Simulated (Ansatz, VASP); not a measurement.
**CaSe in VASP and in Ansatz**

```
CELL_PARAMETERS angstrom
0.00000 3.37527 3.37527
3.37527 0.00000 3.37527
3.37527 3.37527 0.00000
ATOMIC_POSITIONS crystal
Ca 0.00000 0.00000 0.00000
Se 0.75000 0.75000 0.75000
```

Alike in both runs: task single point; functional PBEsol; k mesh 6 × 6 × 6; no spin polarisation.

```csv
,VASP,Ansatz
version,VASP 6.6.1,Ansatz 0.2.0
potentials or method,"VASP PAW PBE potentials, release 64 (Ca_sv, Se), cutoff 500 eV","plane waves, PAW"
occupations,"gaussian, width 0.01 eV",fixed
valence electrons in the cell,16,26
```

Ansatz gave:

```
pressure (GPa) : -3.1
```

Which values does VASP return?

Pressure (GPa): -3.0.

VASP's potentials were made for PBE, not for PBEsol. VASP's potentials hold 16 valence electrons a cell and Ansatz's 26, so a difference there can come from the potentials and not from the codes.
